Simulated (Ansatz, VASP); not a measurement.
# Re: VASP beside Ansatz

```
Re
1.0
     0.00000    1.95772    1.95772
     1.79621    0.00000    1.95772
     1.79621    1.95772    0.00000
Re
1
Cartesian
  0.0000 0.0000 0.0000
```

Change from the starting cell: normal strain along x -0.0825, normal strain along z +0.0000.

Alike in both runs: task single point; functional PBE; k mesh 10 × 10 × 10; occupations gaussian, width 0.15 eV; no spin polarisation.

|  | VASP | Ansatz |
| --- | --- | --- |
| version | VASP 6.6.1 | Ansatz 0.2.0 |
| potentials or method | VASP PAW PBE potentials, release 64 (Re), cutoff 520 eV | scalar-relativistic, plane waves, PAW |
| valence electrons in the cell | 7 | 15 |

Ansatz gave:

| Property | Result |
| --- | --- |
| gap on the k mesh at the Fermi level (eV) | none |
| pressure (GPa) | 38.3 |
| traceless stress, the component that is largest in VASP (GPa) | 15.43 |

Q: What did VASP give for the same quantities?

A: gap on the k mesh at the Fermi level (eV): none; pressure (GPa): 38.4; traceless stress, the component that is largest in VASP (GPa): 15.39.

A gap of «none» marks a metal or a gap that the smearing closes. Both programs put the cell under a high pressure, so it lies far from rest at this level. With one functional, cell and mesh, what is left measures potentials, basis and numerics. VASP's potentials hold 7 valence electrons a cell and Ansatz's 15, so a difference there can come from the potentials and not from the codes.

Neither program's run includes spin-orbit coupling.
